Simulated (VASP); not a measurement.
# Ru (P6_3/mmc) in VASP: a series of runs

Aim: see how the results for Ru move with the level of theory and the settings. Levels: r2SCAN, r2SCAN+D3(BJ), r2SCAN+D4, r2SCANh. Tasks: single point, relaxation of cell and atoms.

Program: VASP 6.6.1. These are calculated values, not measurements. Logs are shortened: lines on timing, memory, paths and dates and some standing lists are left out, and cuts for length are marked.

## (1) The cell of the first run

Symmetry: P6_3/mmc, No. 194, hexagonal system. Conventional cell: a = 2.702 Å, b = 2.702 Å, c = 4.268 Å, α = 90.00°, β = 90.00°, γ = 120.00°. Ru (site symmetry -6m2) has 12 Ru at 2.64 to 2.70 Å within 3.5 Å.

## (2) Single point, r2SCAN

The input, POSCAR:

```
Ru
1.0
    2.7021436369      0.0000000000      0.0000000000
   -1.3510718184      2.3401250342      0.0000000000
    0.0000000000      0.0000000000      4.2679422933
Ru
2
Direct
    0.6666666667      0.3333333333      0.7500000000
    0.3333333333      0.6666666667      0.2500000000
```

The input, INCAR.step1:

```
  PREC = Accurate
  ENCUT = 520
  ISMEAR = -1
  SIGMA = 0.05
  LREAL = F
  LASPH = T
  NELM = 100
  NBANDS = 21
  GGA = PE
  ALGO = Normal
  EDIFF = 1E-4
  LWAVE = T
  LCHARG = F
```

The input, INCAR.step2:

```
  PREC = Accurate
  ENCUT = 520
  EDIFF = 1E-6
  ISMEAR = -1
  SIGMA = 0.05
  LREAL = F
  LASPH = T
  NELM = 100
  ALGO = Normal
  ISIF = 2
  LWAVE = F
  LCHARG = F
  METAGGA = R2SCAN
  LMIXTAU = T
  NBANDS = 21
  ISTART = 1
```

The input, KPOINTS:

```
regular mesh
0
Gamma
  11 11 6
```

Potentials or basis: VASP PAW PBE potentials, release 64 (Ru_pv).

Started as:

```console
cat potpaw_PBE.64/Ru_pv/POTCAR > POTCAR
cp INCAR.step1 INCAR
mpirun -np 1 vasp_std > vasp.out
cp INCAR.step2 INCAR
mpirun -np 1 vasp_std > vasp.out
```

OUTCAR:

```text
PREC = Accurate
   ENCUT = 520
   EDIFF = 1E-6
   ISMEAR = -1
   LREAL = F
   LASPH = T
   NELM = 100
   ISIF = 2
   METAGGA = R2SCAN
   ISTART = 1

 ion  position               nearest neighbor table
   1  0.667  0.333  0.750-   2 2.64   2 2.64   2 2.64   2 2.64   2 2.64   2 2.64
   2  0.333  0.667  0.250-   1 2.64   1 2.64   1 2.64   1 2.64   1 2.64   1 2.64

  LATTYP: Found a hexagonal cell.
 ALAT       =     2.7021436369
 C/A-ratio  =     1.5794653678

  Lattice vectors:

 A1 = (   2.7021436369,   0.0000000000,   0.0000000000)
 A2 = (  -1.3510718184,   2.3401250342,   0.0000000000)
 A3 = (   0.0000000000,   0.0000000000,   4.2679422933)

Analysis of symmetry for initial positions (statically):
=====================================================================
 Subroutine PRICEL returns:
 Original cell was already a primitive cell.

 Routine SETGRP: Setting up the symmetry group for a
 hexagonal supercell.

 Subroutine GETGRP returns: Found 24 space group operations
 (whereof 12 operations were pure point group operations)
 out of a pool of 24 trial point group operations.

The static configuration has the point symmetry D_3d.
 The point group associated with its full space group is D_6h.

Analysis of symmetry for dynamics (positions and initial velocities):
=====================================================================
 Subroutine PRICEL returns:
 Original cell was already a primitive cell.

 Routine SETGRP: Setting up the symmetry group for a
 hexagonal supercell.

 Subroutine GETGRP returns: Found 24 space group operations
 (whereof 12 operations were pure point group operations)
 out of a pool of 24 trial point group operations.

The dynamic configuration has the point symmetry D_3d.
 The point group associated with its full space group is D_6h.

 Subroutine INISYM returns: Found 24 space group operations
 (whereof 12 operations are pure point group operations),
 and found     1 'primitive' translations

----------------------------------------------------------------------------------------

                                     Primitive cell

  volume of cell :      26.9877

  direct lattice vectors                    reciprocal lattice vectors
     2.702143637  0.000000000  0.000000000     0.370076552  0.213663797  0.000000000
    -1.351071818  2.340125034  0.000000000     0.000000000  0.427327594  0.000000000
     0.000000000  0.000000000  4.267942293     0.000000000  0.000000000  0.234304949

  length of vectors
     2.702143637  2.702143637  4.267942293     0.427327594  0.427327594  0.234304949

  position of ions in fractional coordinates (direct lattice)
     0.666666667  0.333333333  0.750000000
     0.333333333  0.666666667  0.250000000

  ion indices of the primitive-cell ions
   primitive index   ion index
                 1           1
                 2           2

----------------------------------------------------------------------------------------

 KPOINTS: regular mesh

Automatic generation of k-mesh.
 Grid dimensions read from file:
 generate k-points for:   11   11    6

 Generating k-lattice:

  Cartesian coordinates                     Fractional coordinates (reciprocal lattice)
     0.033643323  0.019423982  0.000000000     0.090909091  0.000000000  0.000000000
     0.000000000  0.038847963  0.000000000     0.000000000  0.090909091  0.000000000
     0.000000000  0.000000000  0.039050825     0.000000000  0.000000000  0.166666667

  Length of vectors
     0.038847963  0.038847963  0.039050825

  Shift w.r.t. Gamma in fractional coordinates (k-lattice)
     0.000000000  0.000000000  0.000000000

 Subroutine IBZKPT returns following result:
 ===========================================

 Found     64 irreducible k-points:

 Following reciprocal coordinates:
            Coordinates               Weight
  0.000000  0.000000  0.000000      1.000000
  0.090909  0.000000  0.000000      6.000000
  0.181818  0.000000  0.000000      6.000000
  0.272727  0.000000  0.000000      6.000000
  0.363636  0.000000  0.000000      6.000000
  0.454545  0.000000  0.000000      6.000000
[... 16 lines left out ...]
  0.090909  0.090909  0.166667     12.000000
  0.181818  0.090909  0.166667     24.000000
 [... further k-points ...]
   k-points           NKPTS =     64   k-points in BZ     NKDIM =     64   number of bands    NBANDS=     21
   number of dos      NEDOS =    301   number of ions     NIONS =      2
   total plane-waves  NPLWV =  12800
   dimension x,y,z NGX =    20 NGY =   20 NGZ =   32
   dimension x,y,z NGXF=    40 NGYF=   40 NGZF=   64
   ions per type =               2
   NGX,Y,Z   is equivalent  to a cutoff of  12.30, 12.30, 12.46 a.u.
   NGXF,Y,Z  is equivalent  to a cutoff of  24.61, 24.61, 24.93 a.u.
 SYSTEM =  unknown system
   PREC   = accura    normal or accurate (medium, high low for compatibility)
   ISTART =      1    job   : 0-new  1-cont  2-samecut
   ICHARG =      0    charge: 1-file 2-atom 10-const
   ISPIN  =      1    spin polarized calculation?
   LNONCOLLINEAR =      F non collinear calculations
   LSORBIT =      F    spin-orbit coupling
   LASPH  =      T    aspherical Exc in radial PAW
   ENCUT  =  520.0 eV  38.22 Ry    6.18 a.u.   5.02  5.02  7.94*2*pi/ulx,y,z
   NELM   =    100;   NELMIN=  2; NELMDL=  0     # of ELM steps
   EDIFF  = 0.1E-05   stopping-criterion for ELM
   LREAL  =      F    real-space projection
   EDIFFG = 0.1E-04   stopping-criterion for IOM
   NSW    =      0    number of steps for IOM
   IBRION =     -1    ionic relax: 0-MD 1-quasi-New 2-CG
   NFREE  =      0    steps in history (QN), initial steepest desc. (CG)
   ISIF   =      2    stress and relaxation
   ISYM   =      2    0-nonsym 1-usesym 2-fastsym
   POTIM  = 0.5000    time-step for ionic-motion
   TEBEG  =    0.0;   TEEND  =   0.0 temperature during run
   PSTRESS=    0.0 pullay stress
   NELECT =      28.0000    total number of electrons
   NUPDOWN=      -1.0000    fix difference up-down
   EMIN   =  10.00;   EMAX   =-10.00  energy-range for DOS
   EFERMI =   0.00;   METHOD = LEGACY
   ISMEAR =    -1;   SIGMA  =   0.05  broadening in eV -4-tet -1-fermi 0-gaus
   EFERMI_NEDOS =   21; number of points for ismear=-14 and -15
   IALGO  =     38    algorithm
   IMIX   =      4    mixing-type and parameters
     AMIX     =   0.40;   BMIX     =  1.00
     AMIX_MAG =   1.60;   BMIX_MAG =  1.00
  volume/ion in A,a.u.               =      13.49        91.06
  Fermi-wavevector in a.u.,A,eV,Ry     =   1.657317  3.131874 37.371102  2.746699
  Thomas-Fermi vector in A             =   2.745090
   LORBIT       =      0    0 simple, 1 ext, 2 COOP (PROOUT), +10 PAW based schemes
   METAGGA = R2SCAN    functional components
   LHFCALC =     F    Hartree Fock is set to
   AEXX    =    0.0000 exact exchange contribution
   IVDW    =     0    specifies the selected vdW correction
   LEPSILON=     F    determine dielectric tensor
   LRPA    =     F    only Hartree local field effects (RPA)
 non-spin polarized calculation
  energy-cutoff  :      520.00
  volume of cell :       26.99
 maximum number of plane-waves:       743
 NGX is ok and might be reduce to    20
   NGX =  9   NGY =  9   NGZ = 15

 number of electron      28.0000004 magnetization

 Free energy of the ion-electron system (eV)
  ---------------------------------------------------
  ext. energy  EPLUGINS =         0.00000000
  ---------------------------------------------------
  free energy    TOTEN  =       -50.85202298 eV

  energy without entropy =      -50.83614340  energy(sigma->0) =      -50.84408319

 E-fermi :  12.7705     XC(G=0): -15.4514

 val. band max:       12.7448691157   @ k =   0.2727   0.0000   0.0000
 cond. band min:      12.7842869500   @ k =   0.3636   0.0909   0.3333
 fundamental gap:      0.0394178343
 Fermi energy:        12.7705082199

 k-point     1 :       0.0000    0.0000    0.0000
  band No.  band energies     occupation
      1     -32.2728      2.00000
      2     -31.2466      2.00000
      3     -31.2465      2.00000
      4     -31.0583      2.00000
      5     -31.0583      2.00000
      6     -31.0097      2.00000
[... 13 lines left out ...]
     20      21.2481      0.00000
     21      23.7769      0.00000

 k-point     2 :       0.0909    0.0000    0.0000
  band No.  band energies     occupation
      1     -32.2419      2.00000
      2     -31.3116      2.00000
      3     -31.2685      2.00000
      4     -31.1262      2.00000
      5     -31.0671      2.00000
      6     -31.0242      2.00000
[... 13 lines left out ...]
     20      21.2480      0.00000
     21      23.7257      0.00000

 k-point     3 :       0.1818    0.0000    0.0000
  band No.  band energies     occupation
      1     -32.1541      2.00000
      2     -31.4862      2.00000
      3     -31.3250      2.00000
      4     -31.3038      2.00000
      5     -31.0925      2.00000
      6     -31.0678      2.00000
[... 13 lines left out ...]
     20      21.2480      0.00000
     21      23.5645      0.00000

 k-point     4 :       0.2727    0.0000    0.0000
  band No.  band energies     occupation
      1     -32.0242      2.00000
      2     -31.7149      2.00000
      3     -31.5271      2.00000
      4     -31.3958      2.00000
      5     -31.1396      2.00000
      6     -31.1284      2.00000
[... 13 lines left out ...]
     20      21.2480      0.00000
     21      23.3474      0.00000

 k-point     5 :       0.3636    0.0000    0.0000
  band No.  band energies     occupation
      1     -31.9244      2.00000
      2     -31.8772      2.00000
      3     -31.7239      2.00000
      4     -31.4583      2.00000
      5     -31.2328      2.00000
      6     -31.1631      2.00000
[... 13 lines left out ...]
     20      22.7149      0.00000
     21      23.4963      0.00000

 k-point     6 :       0.4545    0.0000    0.0000
  band No.  band energies     occupation
      1     -32.0484      2.00000
      2     -31.8376      2.00000
      3     -31.7606      2.00000
      4     -31.4946      2.00000
      5     -31.3173      2.00000
      6     -31.1843      2.00000
[... 13 lines left out ...]
     20      21.2479      0.00000
     21      24.4189      0.00000

 k-point     7 :       0.0909    0.0909    0.0000
  band No.  band energies     occupation
      1     -32.1825      2.00000
      2     -31.4171      2.00000
      3     -31.3412      2.00000
      4     -31.2196      2.00000
      5     -31.0944      2.00000
      6     -31.0533      2.00000
[... 13 lines left out ...]
     20      21.2480      0.00000
     21      23.6216      0.00000
[... 291 lines left out ...]
      1     -32.0220      2.00000
      2     -31.6616      2.00000
      3     -31.5732      2.00000
      4     -31.3782      2.00000
      5     -31.1498      2.00000
      6     -31.1467      2.00000
[... 13 lines left out ...]
     20      21.2480      0.00000
     21      25.2487      0.00000

 k-point    21 :       0.3636    0.0000    0.1667
  band No.  band energies     occupation
      1     -32.0341      2.00000
      2     -31.8096      2.00000
      3     -31.6895      2.00000
      4     -31.4389      2.00000
      5     -31.2225      2.00000
      6     -31.1833      2.00000
[... 13 lines left out ...]
     20      21.2481      0.00000
     21      24.5507      0.00000

 k-point    22 :       0.4545    0.0000    0.1667
  band No.  band energies     occupation
      1     -32.1122      2.00000
      2     -31.9099      2.00000
      3     -31.6487      2.00000
      4     -31.4743      2.00000
      5     -31.2886      2.00000
      6     -31.2055      2.00000
[... 13 lines left out ...]
     20      21.2480      0.00000
     21      23.9915      0.00000

 k-point    23 :       0.0909    0.0909    0.1667
  band No.  band energies     occupation
      1     -32.1206      2.00000
      2     -31.3949      2.00000
      3     -31.3462      2.00000
      4     -31.2614      2.00000
      5     -31.1093      2.00000
      6     -31.0822      2.00000
[... 13 lines left out ...]
     20      21.2480      0.00000
     21      25.1061      0.00000

 k-point    24 :       0.1818    0.0909    0.1667
  band No.  band energies     occupation
      1     -32.0440      2.00000
      2     -31.5700      2.00000
      3     -31.5166      2.00000
      4     -31.3468      2.00000
      5     -31.1586      2.00000
      6     -31.1201      2.00000
[... 13 lines left out ...]
     20      21.2480      0.00000
     21      25.2269      0.00000

 [... further k-points ...]

------------------------ aborting loop because EDIFF is reached ----------------------------------------

  FORCE on cell =-STRESS in cart. coord.  units (eV):
  Direction    XX          YY          ZZ          XY          YZ          ZX
  --------------------------------------------------------------------------------------
  -------------------------------------------------------------------------------------
  Total        0.2505124      0.2505124      0.2775114      0.0000000      0.0000000      0.0000000
  in kB       14.8721482     14.8721482     16.4750009      0.0000000      0.0000000      0.0000000
  external PRESSURE =      15.4064324 kB  Pullay stress =       0.0000000 kB

 VOLUME and BASIS-vectors are now :
 -----------------------------------------------------------------------------
  energy-cutoff  :      520.00
  volume of cell :       26.99
      direct lattice vectors                 reciprocal lattice vectors
     2.702143637  0.000000000  0.000000000     0.370076552  0.213663797  0.000000000
    -1.351071818  2.340125034  0.000000000     0.000000000  0.427327594  0.000000000
     0.000000000  0.000000000  4.267942293     0.000000000  0.000000000  0.234304949

 POSITION                                       TOTAL-FORCE (eV/Angst)
 -----------------------------------------------------------------------------------
      1.35107      0.78004      3.20096        -0.000000      0.000000      0.000000
     -0.00000      1.56008      1.06699         0.000000     -0.000000      0.000000
 -----------------------------------------------------------------------------------
    total drift:                               -0.000000      0.000000     -0.000000

  FREE ENERGIE OF THE ION-ELECTRON SYSTEM (eV)
  ---------------------------------------------------
  free  energy   TOTEN  =       -50.8520229796 eV

  energy  without entropy=      -50.8361434005  energy(sigma->0) =      -50.84408319
```

Run time: 51 s. Hardware: 1 thread of Intel Xeon 6975P-C (Granite Rapids), shared host; peak memory 0.15 GiB.

What came out:

| Item | Value |
| --- | --- |
| Free energy | -50.8520 eV |
| Pressure | 1.5 GPa |
| Band gap on the k mesh | zero (bands 14 and 15 overlap by 3.24 eV) |

Stress tensor (GPa, compression positive):
```
1.49 0.00 0.00
0.00 1.49 0.00
0.00 0.00 1.65
```

Levels at points of the mesh, in eV from the Fermi level:
```csv
k point,band 11,band 12,band 13,band 14,band 15,band 16,band 17,band 18
"(0.00, 0.00, 0.00)",-2.45,-1.94,-1.94,-1.42,-1.42,1.31,1.31,1.45
"(0.00, 0.00, 0.50)",-2.84,-2.84,-2.76,-2.76,0.64,0.64,0.64,0.64
```

Caveat: an empty level that is flat over the whole mesh can mark a ghost state of the potentials, or a narrow d or f band; the PAW data sets were made with another functional, which shifts forces and pressure a little.

(Continued in part 2 of 3.)
